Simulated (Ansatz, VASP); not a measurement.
Mg3Sn3N in VASP and in Ansatz

```
Mg Sn N
1.0
     3.39284    0.00000    0.00000
    -1.69642    2.93829    0.00000
     0.00000    0.00000   14.67001
Mg Sn N
3 3 1
Direct
  0.66667 0.33333 0.41137
  0.33333 0.66667 0.07173
  0.66667 0.33333 0.93269
  0.00000 0.00000 0.58115
  0.00000 0.00000 0.25103
  0.33333 0.66667 0.75056
  0.00000 0.00000 0.00146
```

Alike in both runs: functional PBE; k mesh 5 × 5 × 2; occupations gaussian, width 0.2 eV; no spin polarisation.

Ansatz relaxed the structure, and its values are those at the end. VASP's run is a single point on that final structure, the one shown.

|  | VASP | Ansatz |
| --- | --- | --- |
| version | VASP 6.6.1 | Ansatz 0.2.0 |
| potentials or method | VASP PAW PBE potentials, release 64 (Mg, Sn_d, N), cutoff 520 eV | scalar-relativistic, plane waves, PAW |
| valence electrons in the cell | 53 | 77 |

VASP gave:

```
gap on the k mesh at the Fermi level (eV) : none
pressure (GPa)                            : -0.3
rms of the force components (eV/Å)        : 0.023
```

Question: Which values does Ansatz return?

Answer: gap on the k mesh at the Fermi level (eV): none; pressure (GPa): -0.2; rms of the force components (eV/Å): 0.013.

A gap of «none» marks a metal or a gap that the smearing closes. With one functional, cell and mesh, what is left measures potentials, basis and numerics. VASP's potentials hold 53 valence electrons a cell and Ansatz's 77, so a difference there can come from the potentials and not from the codes.

The k mesh is coarse, so the values compare programs but aren't converged.
